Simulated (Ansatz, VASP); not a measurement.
## Ge: VASP beside Ansatz

```
Ge
1.0
    -3.76668    3.76668    1.40486
     3.76668   -3.76668    1.40486
     3.76668    3.76668   -1.40486
Ge
4
Direct
  0.37500 0.62500 0.75000
  0.87500 0.62500 0.25000
  0.37500 0.12500 0.75000
  0.37500 0.62500 0.25000
```

Alike in both runs: functional PBE; k mesh 18 × 18 × 18; occupations gaussian, width 0.1 eV; no spin polarisation.

Ansatz relaxed the structure, and its values are those at the end. VASP's run is a single point on that final structure, the one shown.

|  | VASP | Ansatz |
| --- | --- | --- |
| version | VASP 6.6.1 | Ansatz 0.2.0 |
| potentials or method | VASP PAW PBE potentials, release 64 (Ge_d), cutoff 520 eV | scalar-relativistic, plane waves, PAW |
| valence electrons in the cell | 56 | 56 |

```csv
,VASP,Ansatz,Ansatz less VASP
gap on the k mesh at the Fermi level (eV),none,none,-
pressure (GPa),0.0,0.0,-0.02
```

A gap of «none» marks a metal or a gap that the smearing closes.
